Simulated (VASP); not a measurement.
SnO2, 12 atoms in the cell. The structure is monoclinic, space group Cm (No. 8). Conventional cell: a = 5.607 Å, b = 3.237 Å, c = 4.680 Å, α = 90.00°, β = 113.54°, γ = 90.00°. Sn (site symmetry m) has 6 O at 2.04 to 2.29 Å within 2.7 Å. O (site symmetry m) has 3 Sn at 2.04 to 2.29 Å and 3 O at 2.63 to 2.77 Å within 2.8 Å. Within 2.8 Å of O (site symmetry m) lie 3 Sn at 2.06 to 2.14 Å and 3 O at 2.63 to 2.77 Å.  This cell differs from its parent crystal: atoms displaced along a vibrational mode.

| Item | Value |
| --- | --- |
| Program | VASP 6.6.1 |
| Task | single point |
| Functional | PBE |
| Dispersion | D3(BJ) |
| Potentials or basis | VASP PAW PBE potentials, release 64 (Sn_d, O) |
| Cutoff | 520 eV |
| k mesh | 6 × 6 × 6 |
| Occupations | gaussian, width 0.05 eV |
| Spin | no spin polarisation |
| Dipole correction | no |
| Further INCAR settings | ALGO = Normal; EDIFF = 1e-06; NBANDS = 64 |

Potentials or basis: VASP PAW PBE potentials, release 64 (Sn_d, O).

Command:

```bash
$ cat potpaw_PBE.64/Sn_d/POTCAR potpaw_PBE.64/O/POTCAR > POTCAR
$ mpirun -np 1 vasp_std > vasp.out
```

Hardware: 1 thread of Oxide Virtual Turin-like Processor, on a shared host.

Problem. Estimate the wall time of this run.

Solution. Wall time 16 min on 1 thread of Oxide Virtual Turin-like Processor, on a shared host, peak memory 0.54 GiB. Counts: scf iterations 15, k points 68.
